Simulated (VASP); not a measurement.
Crystal: Sb.

```
CELL_PARAMETERS angstrom
-1.72277 1.72277 2.62094
1.72277 -1.72277 2.62094
1.72277 1.72277 -2.62094
ATOMIC_POSITIONS crystal
Sb 0.00000 0.00000 0.00000
```

* Program: VASP 6.6.1
* Task: relaxation of cell and atoms
* Functional: PBEsol
* Potentials or basis: VASP PAW PBE potentials, release 64 (Sb)
* Cutoff: 600 eV
* k mesh: 8 × 8 × 8
* Occupations: gaussian, width 0.1 eV
* Spin: no spin polarisation

At the start: pressure -8.0 GPa; volume 31.12 Å³/atom.

How do energy, volume and symmetry change on relaxing?

Over 7 steps the energy falls by 147.1 meV/atom and the volume is 26.33 Å³/atom (-15.4 %); space group I4/mmm (No. 139, to 0.1 Å) before and after.

Step by step:
```
step  energy change (eV)  largest force (eV/Å)  pressure (GPa)  volume (Å³)
   1              0.0000                0.0000           -8.02        31.12
   2             -0.1123                0.0000            5.38        24.62
   3             -0.1393                0.0000            0.03        26.33
   4             -0.1393                0.0000           -0.20        26.42
   5             -0.1399                0.0000           -0.25        26.41
   6             -0.1425                0.0000           -0.37        26.39
   7             -0.1471                0.0000           -0.07        26.33
```

Final structure:
```cif
data_structure
_symmetry_space_group_name_H-M 'P 1'
_symmetry_Int_Tables_number 1
_cell_length_a 3.4320
_cell_length_b 3.4320
_cell_length_c 3.4320
_cell_angle_alpha 124.599
_cell_angle_beta 124.599
_cell_angle_gamma 82.203
_cell_volume 26.33
loop_
_atom_site_label
_atom_site_type_symbol
_atom_site_fract_x
_atom_site_fract_y
_atom_site_fract_z
_atom_site_occupancy
Sb1 Sb 0.00000 0.00000 0.00000 1
```

Caveat: the volume moved by over 15 % at a fixed basis, so the end points are rough; the PAW data sets were made with another functional, which shifts forces and pressure a little.
